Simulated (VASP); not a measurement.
# N (P6_3/mmc) in VASP: a series of runs

The runs below take N through single point, with r2SCAN0, PBE-based screened hybrid with 25 % exact exchange.

All numbers are computed with VASP 6.6.1; they aren't measurements. Logs are shortened: lines on timing, memory, paths and dates and some standing lists are left out, and cuts for length are marked.

**1. The cell of the first run**

Symmetry: P6_3/mmc, No. 194, hexagonal system. Conventional cell: a = 2.519 Å, b = 2.519 Å, c = 2.446 Å, α = 90.00°, β = 90.00°, γ = 120.00°. N (site symmetry -6m2) has 14 N at 1.90 to 2.52 Å within 2.6 Å.

**2. Single point, r2SCAN0**

The input, POSCAR:

```
N
1.0
    2.5194737886      0.0000000000      0.0000000000
   -1.2597368943      2.1819283051      0.0000000000
    0.0000000000      0.0000000000      2.4460020000
N
2
Direct
    0.3333333333      0.6666666667      0.7500000000
    0.6666666667      0.3333333333      0.2500000000
```

The input, INCAR.step1:

```
PREC     = Accurate       # precision mode
ENCUT    = 520            # plane-wave cutoff, eV
EDIFF    = 1E-5           # SCF threshold, eV
ISMEAR   = -1             # smearing method
SIGMA    = 0.05           # smearing width, eV
LREAL    = F              # projectors in reciprocal space
LASPH    = T              # aspherical terms in the spheres
NELM     = 60             # most SCF steps
ALGO     = Normal         # electronic algorithm
ISIF     = 2              # what is computed and relaxed
LWAVE    = T              # write WAVECAR
NBANDS   = 12             # bands
GGA      = PE             # functional
```

The input, INCAR.step2:

```
PREC     = Accurate       # precision mode
ENCUT    = 520            # plane-wave cutoff, eV
EDIFF    = 1E-6           # SCF threshold, eV
ISMEAR   = -1             # smearing method
SIGMA    = 0.05           # smearing width, eV
LREAL    = F              # projectors in reciprocal space
LASPH    = T              # aspherical terms in the spheres
NELM     = 60             # most SCF steps
ALGO     = Normal         # electronic algorithm
ISIF     = 2              # what is computed and relaxed
LWAVE    = F              # write WAVECAR
LCHARG   = T              # write CHGCAR
METAGGA  = R2SCAN         # meta-GGA
LHFCALC  = T              # exact exchange
AEXX     = 0.25           # exact-exchange fraction
LMIXTAU  = T            
PRECFOCK = Normal       
LELF     = T              # ELF
LVHAR    = T            
NBANDS   = 12             # bands
ISTART   = 1
```

The input, KPOINTS:

```
Automatic mesh
0
Gamma
  7 7 6
```

Potentials or basis: VASP PAW PBE potentials, release 64 (N).

Launch:

```sh
> cat potpaw_PBE.64/N/POTCAR > POTCAR
> cp INCAR.step1 INCAR
> mpirun -np 1 vasp_std > vasp.out
> cp INCAR.step2 INCAR
> mpirun -np 1 vasp_std > vasp.out
```

OUTCAR:

```text
PREC = Accurate
   ENCUT = 520
   EDIFF = 1E-6
   ISMEAR = -1
   LREAL = F
   LASPH = T
   NELM = 60
   ISIF = 2
   METAGGA = R2SCAN
   LHFCALC = T
   AEXX = 0.25
   PRECFOCK = Normal
   ISTART = 1

 ion  position               nearest neighbor table
   1  0.333  0.667  0.750-
   2  0.667  0.333  0.250-

  LATTYP: Found a hexagonal cell.
 ALAT       =     2.5194737886
 C/A-ratio  =     0.9708384390

  Lattice vectors:

 A1 = (   2.5194737886,   0.0000000000,   0.0000000000)
 A2 = (  -1.2597368943,   2.1819283051,   0.0000000000)
 A3 = (   0.0000000000,   0.0000000000,   2.4460020000)

Analysis of symmetry for initial positions (statically):
=====================================================================
 Subroutine PRICEL returns:
 Original cell was already a primitive cell.

 Routine SETGRP: Setting up the symmetry group for a
 hexagonal supercell.

 Subroutine GETGRP returns: Found 24 space group operations
 (whereof 12 operations were pure point group operations)
 out of a pool of 24 trial point group operations.

The static configuration has the point symmetry D_3d.
 The point group associated with its full space group is D_6h.

Analysis of symmetry for dynamics (positions and initial velocities):
=====================================================================
 Subroutine PRICEL returns:
 Original cell was already a primitive cell.

 Routine SETGRP: Setting up the symmetry group for a
 hexagonal supercell.

 Subroutine GETGRP returns: Found 24 space group operations
 (whereof 12 operations were pure point group operations)
 out of a pool of 24 trial point group operations.

The dynamic configuration has the point symmetry D_3d.
 The point group associated with its full space group is D_6h.

 Subroutine INISYM returns: Found 24 space group operations
 (whereof 12 operations are pure point group operations),
 and found     1 'primitive' translations

----------------------------------------------------------------------------------------

                                     Primitive cell

  volume of cell :      13.4464

  direct lattice vectors                    reciprocal lattice vectors
     2.519473789  0.000000000  0.000000000     0.396908277  0.229155100  0.000000000
    -1.259736894  2.181928305  0.000000000     0.000000000  0.458310201  0.000000000
     0.000000000  0.000000000  2.446002000     0.000000000  0.000000000  0.408830410

  length of vectors
     2.519473789  2.519473789  2.446002000     0.458310201  0.458310201  0.408830410

  position of ions in fractional coordinates (direct lattice)
     0.333333333  0.666666667  0.750000000
     0.666666667  0.333333333  0.250000000

  ion indices of the primitive-cell ions
   primitive index   ion index
                 1           1
                 2           2

----------------------------------------------------------------------------------------

 KPOINTS: Automatic mesh

Automatic generation of k-mesh.
 Grid dimensions read from file:
 generate k-points for:    7    7    6

 Generating k-lattice:

  Cartesian coordinates                     Fractional coordinates (reciprocal lattice)
     0.056701182  0.032736443  0.000000000     0.142857143  0.000000000  0.000000000
     0.000000000  0.065472886  0.000000000     0.000000000  0.142857143  0.000000000
     0.000000000  0.000000000  0.068138402     0.000000000  0.000000000  0.166666667

  Length of vectors
     0.065472886  0.065472886  0.068138402

  Shift w.r.t. Gamma in fractional coordinates (k-lattice)
     0.000000000  0.000000000  0.000000000

 Subroutine IBZKPT returns following result:
 ===========================================

 Found     32 irreducible k-points:

 Following reciprocal coordinates:
            Coordinates               Weight
  0.000000  0.000000  0.000000      1.000000
  0.142857  0.000000  0.000000      6.000000
  0.285714 -0.000000  0.000000      6.000000
  0.428571  0.000000  0.000000      6.000000
  0.142857  0.142857  0.000000      6.000000
  0.285714  0.142857  0.000000     12.000000
[... 16 lines left out ...]
  0.428571  0.142857  0.333333     12.000000
  0.285714  0.285714  0.333333     12.000000
 [... further k-points ...]
   k-points           NKPTS =     32   k-points in BZ     NKDIM =    294   number of bands    NBANDS=     12
   number of dos      NEDOS =    301   number of ions     NIONS =      2
   total plane-waves  NPLWV =   7200
   dimension x,y,z NGX =    20 NGY =   20 NGZ =   18
   dimension x,y,z NGXF=    40 NGYF=   40 NGZF=   36
   ions per type =               2
   NGX,Y,Z   is equivalent  to a cutoff of  13.20, 13.20, 12.23 a.u.
   NGXF,Y,Z  is equivalent  to a cutoff of  26.39, 26.39, 24.47 a.u.
 SYSTEM =  unknown system
   PREC   = accura    normal or accurate (medium, high low for compatibility)
   ISTART =      1    job   : 0-new  1-cont  2-samecut
   ICHARG =      0    charge: 1-file 2-atom 10-const
   ISPIN  =      1    spin polarized calculation?
   LNONCOLLINEAR =      F non collinear calculations
   LSORBIT =      F    spin-orbit coupling
   LASPH  =      T    aspherical Exc in radial PAW
   ENCUT  =  520.0 eV  38.22 Ry    6.18 a.u.   4.68  4.68  4.55*2*pi/ulx,y,z
   NELM   =     60;   NELMIN=  2; NELMDL=  0     # of ELM steps
   EDIFF  = 0.1E-05   stopping-criterion for ELM
   LREAL  =      F    real-space projection
   EDIFFG = 0.1E-04   stopping-criterion for IOM
   NSW    =      0    number of steps for IOM
   IBRION =     -1    ionic relax: 0-MD 1-quasi-New 2-CG
   NFREE  =      0    steps in history (QN), initial steepest desc. (CG)
   ISIF   =      2    stress and relaxation
   ISYM   =      3    0-nonsym 1-usesym 2-fastsym
   POTIM  = 0.5000    time-step for ionic-motion
   TEBEG  =    0.0;   TEEND  =   0.0 temperature during run
   PSTRESS=    0.0 pullay stress
   NELECT =      10.0000    total number of electrons
   NUPDOWN=      -1.0000    fix difference up-down
   EMIN   =  10.00;   EMAX   =-10.00  energy-range for DOS
   EFERMI =   0.00;   METHOD = LEGACY
   ISMEAR =    -1;   SIGMA  =   0.05  broadening in eV -4-tet -1-fermi 0-gaus
   EFERMI_NEDOS =   21; number of points for ismear=-14 and -15
   IALGO  =     38    algorithm
   IMIX   =      1    mixing-type and parameters
     AMIX     =   0.40;   BMIX     =  1.00
     AMIX_MAG =   1.60;   BMIX_MAG =  1.00
  volume/ion in A,a.u.               =       6.72        45.37
  Fermi-wavevector in a.u.,A,eV,Ry     =   1.483221  2.802881 29.932052  2.199944
  Thomas-Fermi vector in A             =   2.596909
   LORBIT       =      0    0 simple, 1 ext, 2 COOP (PROOUT), +10 PAW based schemes
   METAGGA = R2SCAN    functional components
   LHFCALC =     T    Hartree Fock is set to
   PRECFOCK=normal    Normal, Fast or Accurate (Low or Medium for compatibility)
   ENCUT4O =  -1.0   cutoff for four orbital integrals eV
   NKREDX  =     1    reduce k-point grid by
   NKREDY  =     1    reduce k-point grid by
   NKREDZ  =     1    reduce k-point grid by
   AEXX    =    0.2500 exact exchange contribution
   HFSCREEN=    0.0000 screening length (either q_TF or 0.3 A-1)
   HFSCREENC=   0.0000 screening length for correlation (either q_TF or 0.3 A-1)
   ENCUTFOCK=  -1.0 apply spherical cutoff to Coloumb kernel
   IVDW    =     0    specifies the selected vdW correction
   LEPSILON=     F    determine dielectric tensor
   LRPA    =     F    only Hartree local field effects (RPA)
 non-spin polarized calculation
  energy-cutoff  :      520.00
  volume of cell :       13.45
 maximum number of plane-waves:       381
 NGX is ok and might be reduce to    20
  NGX = 16; NGY = 16; NGZ = 14

 number of electron      10.0000000 magnetization

 Free energy of the ion-electron system (eV)
  ---------------------------------------------------
  ext. energy  EPLUGINS =         0.00000000
  ---------------------------------------------------
  free energy    TOTEN  =       -14.16708452 eV

  energy without entropy =      -14.16584496  energy(sigma->0) =      -14.16646474

 E-fermi :   6.4504     XC(G=0): -10.8691

 val. band max:        6.3283896326   @ k =   0.2857  -0.0000   0.1667
 cond. band min:       7.2660463355   @ k =   0.2857   0.2857   0.3333
 fundamental gap:      0.9376567030
 Fermi energy:         6.4503684161

 k-point     1 :       0.0000    0.0000    0.0000
  band No.  band energies     occupation
      1     -19.1917      2.00000
      2      -0.9297      2.00000
      3       0.6199      2.00000
      4       3.3712      2.00000
      5       3.3712      2.00000
      6      10.9542      0.00000
      7      10.9542      0.00000
      8      15.1101      0.00000
      9      23.3315      0.00000
     10      26.9460      0.00000
     11      34.7867      0.00000
     12      34.7867      0.00000

 k-point     2 :       0.1429    0.0000    0.0000
  band No.  band energies     occupation
      1     -18.6533      2.00000
      2      -2.6057      2.00000
      3       1.1091      2.00000
      4       2.5736      2.00000
      5       3.5661      2.00000
      6      10.7020      0.00000
      7      11.7570      0.00000
      8      14.3198      0.00000
      9      24.5108      0.00000
     10      26.7097      0.00000
     11      35.6018      0.00000
     12      35.6194      0.00000

 k-point     3 :       0.2857   -0.0000    0.0000
  band No.  band energies     occupation
      1     -17.0849      2.00000
      2      -6.2328      2.00000
      3       1.2467      2.00000
      4       2.4824      2.00000
      5       3.7330      2.00000
      6      10.4782      0.00000
      7      12.2765      0.00000
      8      12.9960      0.00000
      9      24.1861      0.00000
     10      28.7774      0.00000
     11      37.6733      0.00000
     12      37.8145      0.00000
[... 286 lines left out ...]
 k-point    23 :       0.4286    0.1429    0.3333
  band No.  band energies     occupation
      1     -11.5659      2.00000
      2      -9.0085      2.00000
      3      -3.1297      2.00000
      4      -0.2184      2.00000
      5       0.9372      2.00000
      6       8.3952      0.00000
      7      11.9665      0.00000
      8      14.4278      0.00000
      9      27.0355      0.00000
     10      30.9798      0.00000
     11      37.6702      0.00000
     12      40.6579      0.00000

 k-point    24 :       0.2857    0.2857    0.3333
  band No.  band energies     occupation
      1     -11.2364      2.00000
      2      -8.9490      2.00000
      3      -2.3652      2.00000
      4      -1.0968      2.00000
      5       0.0118      2.00000
      6       7.2660      0.00000
      7      13.6026      0.00000
      8      14.4616      0.00000
      9      27.6270      0.00000
     10      31.7236      0.00000
     11      36.8544      0.00000
     12      40.1521      0.00000

 [... further k-points ...]

------------------------ aborting loop because EDIFF is reached ----------------------------------------

  FORCE on cell =-STRESS in cart. coord.  units (eV):
  Direction    XX          YY          ZZ          XY          YZ          ZX
  --------------------------------------------------------------------------------------
  -------------------------------------------------------------------------------------
  Total        0.1587371      0.1587371     -1.1638819      0.0000000     -0.0000000      0.0000000
  in kB       18.9139361     18.9139361   -138.6795357      0.0000000     -0.0000000      0.0000000
  external PRESSURE =     -33.6172212 kB  Pullay stress =       0.0000000 kB

 VOLUME and BASIS-vectors are now :
 -----------------------------------------------------------------------------
  energy-cutoff  :      520.00
  volume of cell :       13.45
      direct lattice vectors                 reciprocal lattice vectors
     2.519473789  0.000000000  0.000000000     0.396908277  0.229155100  0.000000000
    -1.259736894  2.181928305  0.000000000     0.000000000  0.458310201  0.000000000
     0.000000000  0.000000000  2.446002000     0.000000000  0.000000000  0.408830410

 POSITION                                       TOTAL-FORCE (eV/Angst)
 -----------------------------------------------------------------------------------
     -0.00000      1.45462      1.83450         0.000000     -0.000000      0.000000
      1.25974      0.72731      0.61150        -0.000000      0.000000     -0.000000
 -----------------------------------------------------------------------------------
    total drift:                                0.000000      0.000000     -0.000000

  FREE ENERGIE OF THE ION-ELECTRON SYSTEM (eV)
  ---------------------------------------------------
  free  energy   TOTEN  =       -14.1670845209 eV

  energy  without entropy=      -14.1658449595  energy(sigma->0) =      -14.16646474
```

Wall time 4.1 min (1 thread of Intel Xeon 6975P-C (Granite Rapids), shared host); peak memory 0.13 GiB.

Results:

* Free energy: -14.1671 eV
* Pressure: -3.4 GPa
* Band gap on the k mesh: zero (bands 5 and 6 overlap by 5.73 eV)

Levels at points of the mesh, in eV from the Fermi level:
```csv
k point,band 3,band 4,band 5,band 6,band 7,band 8
"(0.00, 0.00, 0.00)",-5.83,-3.08,-3.08,4.50,4.50,8.66
"(0.00, 0.00, 0.50)",1.45,1.45,1.45,1.45,3.49,3.49
```

Caveat: the k points lie up to 0.43 Å⁻¹ apart, too coarse for converged energies and pressures of a metal; the PAW data sets were made with another functional, which shifts forces and pressure a little.

**3. Single point, PBE-based screened hybrid with 25 % exact exchange**

POSCAR is that of step 2.

The input, INCAR.step1:

```
  PREC = Accurate
  ENCUT = 520
  EDIFF = 1E-5
  ISMEAR = -1
  SIGMA = 0.05
  LREAL = False
  LASPH = True
  NELM = 100
  ALGO = Normal
  ISIF = 2
  LWAVE = True
  GGA = PE
  NBANDS = 12
```

The input, INCAR.step2:

```
  PREC = Accurate
  ENCUT = 520
  EDIFF = 1E-7
  ISMEAR = -1
  SIGMA = 0.05
  LREAL = False
  LASPH = True
  NELM = 100
  ALGO = Normal
  ISIF = 2
  LWAVE = False
  LCHARG = True
  GGA = PE
  LHFCALC = True
  AEXX = 0.25
  HFSCREEN = 0.1
  PRECFOCK = Normal
  LELF = True
  LVHAR = True
  ISTART = 1
  NBANDS = 12
```

The input, KPOINTS:

```
Automatic mesh
0
Gamma
  6 6 6
```

Potentials or basis: VASP PAW PBE potentials, release 64 (N).

Launch:

```sh
> cat potpaw_PBE.64/N/POTCAR > POTCAR
> cp INCAR.step1 INCAR
> mpirun -np 1 vasp_std > vasp.out
> cp INCAR.step2 INCAR
> mpirun -np 1 vasp_std > vasp.out
```

Wall time 12 min (1 thread of Intel Xeon Platinum 8259CL at 2.50GHz (Skylake/Cascade Lake), shared host); peak memory 0.21 GiB.

The run converged. Its results:

* Free energy: -12.5536 eV
* Pressure: -1.7 GPa
* Band gap on the k mesh: zero (bands 5 and 6 overlap by 5.87 eV)

Stress tensor (GPa, compression positive):
```
 1.66  0.00  0.00
 0.00  1.66  0.00
 0.00  0.00 -8.43
```

Levels at points of the mesh, in eV from the Fermi level:
```
           k point  band 3  band 4  band 5  band 6  band 7  band 8
(0.00, 0.00, 0.00)   -5.80   -3.10   -3.10    3.84    3.84    7.81
(0.50, 0.00, 0.00)   -6.10   -2.82   -1.81    2.39    3.56    6.53
(0.00, 0.00, 0.50)    0.93    0.93    0.93    0.93    2.84    2.84
(0.50, 0.00, 0.50)  -10.04  -10.04   -1.05   -1.05    5.23    5.23
```

Caveat: the k points lie up to 0.48 Å⁻¹ apart, too coarse for converged energies and pressures of a metal; the PAW data sets were made with another functional, which shifts forces and pressure a little.
